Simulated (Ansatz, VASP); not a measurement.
**One calculation of As, two programs**

Contents of INCAR:

```
SYSTEM = As
ALGO = Normal ; EDIFF = 1E-6
ENCUT = 520 ; GGA = CA
ISIF = 2 ; ISMEAR = -1
LASPH = .True. ; LCHARG = .False.
LREAL = .False. ; LWAVE = .False.
NBANDS = 12 ; NELM = 100
PREC = Accurate ; SIGMA = 0.05
```

Contents of KPOINTS:

```
k-points
0
Gamma
  13 13 13
  0 0 0
```

File POSCAR:

```
As
1.0
    1.8797494575      1.0852738553      3.4509123000
   -1.8797494575      1.0852738553      3.4509123000
    0.0000000000     -2.1705477106      3.4509123000
As
2
Direct
    0.2275400000      0.2275400000      0.2275400000
    0.7724600000      0.7724600000      0.7724600000
```

Input for Ansatz:

```yaml
crystal:
  lattice:
    - [1.8797494575, 1.0852738553, 3.4509123]
    - [-1.8797494575, 1.0852738553, 3.4509123]
    - [0.0, -2.1705477106, 3.4509123]
  atoms:
    - { symbol: As, position: [0.22754, 0.22754, 0.22754] }
    - { symbol: As, position: [0.77246, 0.77246, 0.77246] }
kpoints:
  mp_grid: { grid: [13, 13, 13] }
  band_path:
    path:
      - [0.0, 0.0, 0.0]
      - [0.5, 0.5, 0.5]
      - [0.7673977918, 0.2326022082, 0.5]
      - [0.5, -0.2326022082, 0.2326022082]
      - [0.5, 0.0, 0.0]
      - [0.0, 0.0, 0.0]
      - [0.3663011041, -0.3663011041, 0.0]
      - [0.6336988959, 0.0, 0.3663011041]
      - [0.5, 0.0, 0.5]
    npoints: 5
scf:
  occupations: { method: fermi_dirac, width: 0.05 }
hamiltonian:
  xc: lda
  pseudopotentials: { kind: all_electron, lapw: { basis_error: 0.001 } }
output:
  forces: true
  stress: true
  eigenvalues: true
```

Change from the starting cell: zz strain of -1 %.

Alike in both runs: task single point; functional LDA; k mesh 13 × 13 × 13; occupations fermi-dirac, width 0.05 eV; no spin polarisation.

|  | VASP | Ansatz |
| --- | --- | --- |
| version | VASP 6.6.1 | Ansatz 0.2.0 |
| potentials or method | VASP PAW LDA potentials, release 64 (As), cutoff 520 eV | all-electron LAPW, scalar-relativistic |

Ansatz gave:

```
pressure (GPa)                                                : -0.9
traceless stress, the component that is largest in VASP (GPa) : -0.37
rms of the force components (eV/Å)                            : 0.095
```

**Question.** What did VASP give for the same quantities?

**Answer.** Pressure (GPa): -0.5; traceless stress, the component that is largest in VASP (GPa): -0.51; rms of the force components (eV/Å): 0.136.

LDA's correlation is that of Perdew and Zunger in VASP and of Perdew and Wang (1992) in Ansatz. Atom by atom the forces differ by 0.041 eV/Å (rms over components). Ansatz ran all-electron here, and VASP with PAW potentials.
